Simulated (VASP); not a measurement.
# SiO2 (P4_32_12) in VASP: further runs

The runs below take SiO2 through single point, with r2SCAN.

Program: VASP 6.6.1. These are calculated values, not measurements. Logs are shortened: lines on timing, memory, paths and dates and some standing lists are left out, and cuts for length are marked.

## 1. The cell of the first run

The structure is tetragonal, space group P4_32_12 (No. 96). The conventional cell has a = 4.950 Å, b = 4.950 Å, c = 6.876 Å, α = 90.00°, β = 90.00°, γ = 90.00°. Within 2.1 Å of Si (site symmetry 2) lie 4 O at 1.61 Å. O (site symmetry 1) has 2 Si at 1.61 Å within 2.1 Å.

## 2. Single point, r2SCAN

POSCAR reads:

```
SiO2
1.0
    4.9496764100      0.0000000000      0.0000000000
    0.0000000000      4.9496764100      0.0000000000
    0.0000000000      0.0000000000      6.8759730900
Si O
4 8
Direct
    0.8054248765      0.8054248765      0.5000000000
    0.6945751235      0.3054248765      0.2500000000
    0.1945751235      0.1945751235      0.0000000000
    0.3054248765      0.6945751235      0.7500000000
    0.2630664319      0.3848536872      0.8159347330
    0.1151463128      0.7630664319      0.5659347330
    0.7369335681      0.6151463128      0.3159347330
    0.8848536872      0.2369335681      0.0659347330
    0.7630664319      0.1151463128      0.4340652670
    0.6151463128      0.7369335681      0.6840652670
    0.2369335681      0.8848536872      0.9340652670
    0.3848536872      0.2630664319      0.1840652670
```

INCAR.step1 reads:

```
SYSTEM = SiO2
  PREC = Accurate
  ENCUT = 520
  ISMEAR = -1
  SIGMA = 0.02
  LREAL = .False.
  LASPH = .True.
  NELM = 80
  NBANDS = 44
  GGA = PE
  ALGO = Normal
  EDIFF = 1E-4
  LWAVE = .True.
  LCHARG = .False.
```

INCAR.step2 reads:

```
SYSTEM = SiO2
  PREC = Accurate
  ENCUT = 520
  EDIFF = 1E-6
  ISMEAR = -1
  SIGMA = 0.02
  LREAL = .False.
  LASPH = .True.
  NELM = 80
  ALGO = Normal
  ISIF = 2
  LWAVE = .False.
  LCHARG = .False.
  METAGGA = R2SCAN
  LMIXTAU = .True.
  NBANDS = 44
  ISTART = 1
```

KPOINTS reads:

```
Automatic mesh
0
Gamma
  6 6 4
  0 0 0
```

Potentials or basis: VASP PAW PBE potentials, release 64 (Si, O).

The run is started by

```console
> cat potpaw_PBE.64/Si/POTCAR potpaw_PBE.64/O/POTCAR > POTCAR
> cp INCAR.step1 INCAR
> mpirun -np 1 vasp_std > vasp.out
> cp INCAR.step2 INCAR
> mpirun -np 1 vasp_std > vasp.out
```

OUTCAR:

```text
SYSTEM = SiO2
   PREC = Accurate
   ENCUT = 520
   EDIFF = 1E-6
   ISMEAR = -1
   LREAL = .False.
   LASPH = .True.
   NELM = 80
   ISIF = 2
   METAGGA = R2SCAN
   ISTART = 1

 ion  position               nearest neighbor table
   1  0.805  0.805  0.500-   6 1.61   9 1.61   7 1.61  10 1.61   2 3.06   4 3.06   2 3.06   4 3.06

   2  0.695  0.305  0.250-   7 1.61  12 1.61   9 1.61   8 1.61   1 3.06   3 3.06   1 3.06   3 3.06

   3  0.195  0.195  0.000-   8 1.61  11 1.61   5 1.61  12 1.61   2 3.06   4 3.06   4 3.06   2 3.06

   4  0.305  0.695  0.750-   5 1.61  10 1.61   6 1.61  11 1.61   1 3.06   3 3.06   3 3.06   1 3.06

   5  0.263  0.385  0.816-   4 1.61   3 1.61
   6  0.115  0.763  0.566-   1 1.61   4 1.61
   7  0.737  0.615  0.316-   2 1.61   1 1.61
   8  0.885  0.237  0.066-   3 1.61   2 1.61
   9  0.763  0.115  0.434-   1 1.61   2 1.61
  10  0.615  0.737  0.684-   4 1.61   1 1.61
  11  0.237  0.885  0.934-   3 1.61   4 1.61
  12  0.385  0.263  0.184-   2 1.61   3 1.61

  LATTYP: Found a simple tetragonal cell.
 ALAT       =     4.9496764100
 C/A-ratio  =     1.3891762856

  Lattice vectors:

 A1 = (   4.9496764100,   0.0000000000,   0.0000000000)
 A2 = (   0.0000000000,   4.9496764100,   0.0000000000)
 A3 = (   0.0000000000,   0.0000000000,   6.8759730900)

Analysis of symmetry for initial positions (statically):
=====================================================================
 Subroutine PRICEL returns:
 Original cell was already a primitive cell.

 Routine SETGRP: Setting up the symmetry group for a
 simple tetragonal supercell.

 Subroutine GETGRP returns: Found  8 space group operations
 (whereof  2 operations were pure point group operations)
 out of a pool of 16 trial point group operations.

The static configuration has the point symmetry C_2 .
 The point group associated with its full space group is D_4 .

Analysis of symmetry for dynamics (positions and initial velocities):
=====================================================================
 Subroutine PRICEL returns:
 Original cell was already a primitive cell.

 Routine SETGRP: Setting up the symmetry group for a
[... 132 lines left out ...]
   NFREE  =      0    steps in history (QN), initial steepest desc. (CG)
   ISIF   =      2    stress and relaxation
   ISYM   =      2    0-nonsym 1-usesym 2-fastsym
   POTIM  = 0.5000    time-step for ionic-motion
   TEBEG  =    0.0;   TEEND  =   0.0 temperature during run
   PSTRESS=    0.0 pullay stress
   NELECT =      64.0000    total number of electrons
   NUPDOWN=      -1.0000    fix difference up-down
   EMIN   =  10.00;   EMAX   =-10.00  energy-range for DOS
   EFERMI =   0.00;   METHOD = LEGACY
   ISMEAR =    -1;   SIGMA  =   0.02  broadening in eV -4-tet -1-fermi 0-gaus
   EFERMI_NEDOS =   21; number of points for ismear=-14 and -15
   IALGO  =     38    algorithm
   IMIX   =      4    mixing-type and parameters
     AMIX     =   0.40;   BMIX     =  1.00
     AMIX_MAG =   1.60;   BMIX_MAG =  1.00
  volume/ion in A,a.u.               =      14.04        94.73
  Fermi-wavevector in a.u.,A,eV,Ry     =   1.185693  2.240635 19.127991  1.405868
  Thomas-Fermi vector in A             =   2.321881
   LORBIT       =      0    0 simple, 1 ext, 2 COOP (PROOUT), +10 PAW based schemes
   METAGGA = R2SCAN    functional components
   LHFCALC =     F    Hartree Fock is set to
   AEXX    =    0.0000 exact exchange contribution
   IVDW    =     0    specifies the selected vdW correction
   LEPSILON=     F    determine dielectric tensor
   LRPA    =     F    only Hartree local field effects (RPA)
 non-spin polarized calculation
  energy-cutoff  :      520.00
  volume of cell :      168.46
 maximum number of plane-waves:      4560
 NGX is ok and might be reduce to    40
   NGX = 19   NGY = 19   NGZ = 25

 number of electron      64.0000001 magnetization

 Free energy of the ion-electron system (eV)
  ---------------------------------------------------
  ext. energy  EPLUGINS =         0.00000000
  ---------------------------------------------------
  free energy    TOTEN  =      -119.15589877 eV

  energy without entropy =     -119.15589877  energy(sigma->0) =     -119.15589877

 E-fermi :   0.2235     XC(G=0):  -8.9998

 val. band max:       -0.1889462808   @ k =   0.0000   0.0000   0.0000
 cond. band min:       6.1980288953   @ k =   0.0000   0.0000   0.0000
 fundamental gap:      6.3869751761
 Fermi energy:         0.2234570329

 k-point     1 :       0.0000    0.0000    0.0000
  band No.  band energies     occupation
      1     -20.6463      2.00000
      2     -19.7380      2.00000
      3     -19.7380      2.00000
      4     -18.6063      2.00000
      5     -18.5465      2.00000
      6     -18.5397      2.00000
[... 1117 lines left out ...]
     43      12.2326      0.00000
     44      12.2326      0.00000

 [... further k-points ...]

------------------------ aborting loop because EDIFF is reached ----------------------------------------

  FORCE on cell =-STRESS in cart. coord.  units (eV):
  Direction    XX          YY          ZZ          XY          YZ          ZX
  --------------------------------------------------------------------------------------
  -------------------------------------------------------------------------------------
  Total        0.5541873      0.5541873      0.3257097      0.0000000      0.0000000      0.0000000
  in kB        5.2708346      5.2708346      3.0978008      0.0000000      0.0000000      0.0000000
  external PRESSURE =       4.5464900 kB  Pullay stress =       0.0000000 kB

 VOLUME and BASIS-vectors are now :
 -----------------------------------------------------------------------------
  energy-cutoff  :      520.00
  volume of cell :      168.46
      direct lattice vectors                 reciprocal lattice vectors
     4.949676410  0.000000000  0.000000000     0.202033409  0.000000000  0.000000000
     0.000000000  4.949676410  0.000000000     0.000000000  0.202033409  0.000000000
     0.000000000  0.000000000  6.875973090     0.000000000  0.000000000  0.145433961

 POSITION                                       TOTAL-FORCE (eV/Angst)
 -----------------------------------------------------------------------------------
      3.98659      3.98659      3.43799         0.016471      0.016471      0.000000
      3.43792      1.51175      1.71899        -0.016471      0.016471      0.000000
      0.96308      0.96308      0.00000        -0.016471     -0.016471      0.000000
      1.51175      3.43792      5.15698         0.016471     -0.016471      0.000000
      1.30209      1.90490      5.61035        -0.003414     -0.001840      0.003048
      0.56994      3.77693      3.89135         0.001840     -0.003414      0.003048
      3.64758      3.04478      2.17236         0.003414      0.001840      0.003048
      4.37974      1.17274      0.45337        -0.001840      0.003414      0.003048
      3.77693      0.56994      2.98462        -0.003414      0.001840     -0.003048
      3.04478      3.64758      4.70361         0.001840      0.003414     -0.003048
      1.17274      4.37974      6.42261         0.003414     -0.001840     -0.003048
      1.90490      1.30209      1.26563        -0.001840     -0.003414     -0.003048
 -----------------------------------------------------------------------------------
    total drift:                                0.000000     -0.000000      0.000000

  FREE ENERGIE OF THE ION-ELECTRON SYSTEM (eV)
  ---------------------------------------------------
  free  energy   TOTEN  =      -119.1558987684 eV

  energy  without entropy=     -119.1558987684  energy(sigma->0) =     -119.15589877
```

OUTCAR.step1:

```text
SYSTEM = SiO2
   PREC = Accurate
   ENCUT = 520
   ISMEAR = -1
   LREAL = .False.
   LASPH = .True.
   NELM = 80
[... 1394 lines left out ...]
      3.04478      3.64758      4.70361         0.149083     -0.031945      0.231571
      1.17274      4.37974      6.42261        -0.031945     -0.149083      0.231571
      1.90490      1.30209      1.26563        -0.149083      0.031945      0.231571
 -----------------------------------------------------------------------------------
    total drift:                                0.000000     -0.000000      0.000000

  FREE ENERGIE OF THE ION-ELECTRON SYSTEM (eV)
  ---------------------------------------------------
  free  energy   TOTEN  =       -94.8169910106 eV

  energy  without entropy=      -94.8169910106  energy(sigma->0) =      -94.81699101
```

It took 15 min on 1 thread of Intel Xeon 8259CL, shared host; peak memory 0.4 GiB.

What came out:

* Free energy: -119.1559 eV
* Pressure: 0.5 GPa
* Largest force: 0.023 eV/Å
* Band gap on the k mesh: 6.39 eV

Forces on the atoms (eV/Å):
```
Si   0.016  0.016  0.000
Si  -0.016  0.016  0.000
Si  -0.016 -0.016  0.000
Si   0.016 -0.016  0.000
O   -0.003 -0.002  0.003
O    0.002 -0.003  0.003
O    0.003  0.002  0.003
O   -0.002  0.003  0.003
O   -0.003  0.002 -0.003
O    0.002  0.003 -0.003
O    0.003 -0.002 -0.003
O   -0.002 -0.003 -0.003
```

Caveat: the PAW data sets were made with another functional, which shifts forces and pressure a little.

## 3. Single point, r2SCAN

This run uses another cell than the first one, of 14.32 Å³/atom.

POSCAR reads:

```
SiO2
1.0
    4.9831211809      0.0000000000      0.0000000000
    0.0000000000      4.9831211809      0.0000000000
    0.0000000000      0.0000000000      6.9224337766
Si O
4 8
Direct
    0.8020595651      0.8020595651      0.5000000000
    0.6979404349      0.3020595651      0.2500000000
    0.1979404349      0.1979404349      0.0000000000
    0.3020595651      0.6979404349      0.7500000000
    0.2616871071      0.3914946491      0.8189259752
    0.1085053509      0.7616871071      0.5689259752
    0.7383128929      0.6085053509      0.3189259752
    0.8914946491      0.2383128929      0.0689259752
    0.7616871071      0.1085053509      0.4310740248
    0.6085053509      0.7383128929      0.6810740248
    0.2383128929      0.8914946491      0.9310740248
    0.3914946491      0.2616871071      0.1810740248
```

INCAR.step1 reads:

```
PREC = Accurate
ENCUT = 520
ISMEAR = -1
SIGMA = 0.02
LREAL = False
LASPH = True
NELM = 60
NBANDS = 44
GGA = PE
ALGO = Normal
EDIFF = 1E-4
LWAVE = True
LCHARG = False
```

INCAR.step2 reads:

```
PREC = Accurate
ENCUT = 520
EDIFF = 1E-7
ISMEAR = -1
SIGMA = 0.02
LREAL = False
LASPH = True
NELM = 60
ALGO = Normal
ISIF = 2
LWAVE = False
LCHARG = True
METAGGA = R2SCAN
LMIXTAU = True
LELF = True
LVHAR = True
NBANDS = 44
ISTART = 1
```

KPOINTS reads:

```
regular mesh
0
Gamma
  6 6 4
```

Potentials or basis: VASP PAW PBE potentials, release 64 (Si, O).

The run is started by

```console
> cat potpaw_PBE.64/Si/POTCAR potpaw_PBE.64/O/POTCAR > POTCAR
> cp INCAR.step1 INCAR
> mpirun -np 1 vasp_std > vasp.out
> cp INCAR.step2 INCAR
> mpirun -np 1 vasp_std > vasp.out
```

OUTCAR:

```text
PREC = Accurate
   ENCUT = 520
   EDIFF = 1E-7
   ISMEAR = -1
   LREAL = False
   LASPH = True
   NELM = 60
   ISIF = 2
   METAGGA = R2SCAN
   ISTART = 1

 ion  position               nearest neighbor table
   1  0.802  0.802  0.500-   6 1.61   9 1.61   7 1.61  10 1.61   2 3.08   4 3.08   2 3.08   4 3.08

   2  0.698  0.302  0.250-   7 1.61  12 1.61   9 1.61   8 1.61   1 3.08   3 3.08   1 3.08   3 3.08

   3  0.198  0.198  0.000-   8 1.61  11 1.61   5 1.61  12 1.61   2 3.08   4 3.08   4 3.08   2 3.08

   4  0.302  0.698  0.750-   5 1.61  10 1.61   6 1.61  11 1.61   1 3.08   3 3.08   3 3.08   1 3.08

   5  0.262  0.391  0.819-   4 1.61   3 1.61
   6  0.109  0.762  0.569-   1 1.61   4 1.61
   7  0.738  0.609  0.319-   2 1.61   1 1.61
   8  0.891  0.238  0.069-   3 1.61   2 1.61
   9  0.762  0.109  0.431-   1 1.61   2 1.61
  10  0.609  0.738  0.681-   4 1.61   1 1.61
  11  0.238  0.891  0.931-   3 1.61   4 1.61
  12  0.391  0.262  0.181-   2 1.61   3 1.61

  LATTYP: Found a simple tetragonal cell.
 ALAT       =     4.9831211809
 C/A-ratio  =     1.3891762864

[... 1334 lines left out ...]
     43      12.0766      0.00000
     44      12.0766      0.00000

 [... further k-points ...]

------------------------ aborting loop because EDIFF is reached ----------------------------------------

  FORCE on cell =-STRESS in cart. coord.  units (eV):
  Direction    XX          YY          ZZ          XY          YZ          ZX
  --------------------------------------------------------------------------------------
  -------------------------------------------------------------------------------------
  Total        0.1585880      0.1585880      0.1165527      0.0000000      0.0000000      0.0000000
  in kB        1.4781527      1.4781527      1.0863540      0.0000000      0.0000000      0.0000000
  external PRESSURE =       1.3475531 kB  Pullay stress =       0.0000000 kB

 VOLUME and BASIS-vectors are now :
 -----------------------------------------------------------------------------
  energy-cutoff  :      520.00
  volume of cell :      171.89
      direct lattice vectors                 reciprocal lattice vectors
     4.983121181  0.000000000  0.000000000     0.200677440  0.000000000  0.000000000
     0.000000000  4.983121181  0.000000000     0.000000000  0.200677440  0.000000000
     0.000000000  0.000000000  6.922433777     0.000000000  0.000000000  0.144457864

 POSITION                                       TOTAL-FORCE (eV/Angst)
 -----------------------------------------------------------------------------------
      3.99676      3.99676      3.46122         0.020825      0.020825     -0.000000
      3.47792      1.50520      1.73061        -0.020825      0.020825     -0.000000
      0.98636      0.98636      0.00000        -0.020825     -0.020825     -0.000000
      1.50520      3.47792      5.19183         0.020825     -0.020825     -0.000000
      1.30402      1.95087      5.66896        -0.000617      0.001494      0.003922
      0.54070      3.79558      3.93835        -0.001494     -0.000617      0.003922
      3.67910      3.03226      2.20774         0.000617     -0.001494      0.003922
      4.44243      1.18754      0.47714         0.001494      0.000617      0.003922
      3.79558      0.54070      2.98408        -0.000617     -0.001494     -0.003922
      3.03226      3.67910      4.71469        -0.001494      0.000617     -0.003922
      1.18754      4.44243      6.44530         0.000617      0.001494     -0.003922
      1.95087      1.30402      1.25347         0.001494     -0.000617     -0.003922
 -----------------------------------------------------------------------------------
    total drift:                                0.000000     -0.000000      0.000000

  FREE ENERGIE OF THE ION-ELECTRON SYSTEM (eV)
  ---------------------------------------------------
  free  energy   TOTEN  =      -119.1651782266 eV

  energy  without entropy=     -119.1651782266  energy(sigma->0) =     -119.16517823
```

Wall time 22 min (1 thread of Intel Xeon 8259CL, shared host); peak memory 0.4 GiB.

Results:

```
Free energy            : -119.1652 eV
Pressure               : 0.1 GPa
Largest force          : 0.029 eV/Å
Band gap on the k mesh : 6.34 eV
```

Forces in eV/Å, atoms in the order of the input:
```
Si   0.021  0.021  0.000
Si  -0.021  0.021  0.000
Si  -0.021 -0.021  0.000
Si   0.021 -0.021  0.000
O   -0.001  0.001  0.004
O   -0.001 -0.001  0.004
O    0.001 -0.001  0.004
O    0.001  0.001  0.004
O   -0.001 -0.001 -0.004
O   -0.001  0.001 -0.004
O    0.001  0.001 -0.004
O    0.001 -0.001 -0.004
```

Caveat: the PAW data sets were made with another functional, which shifts forces and pressure a little.

[end of part 1 of 2]
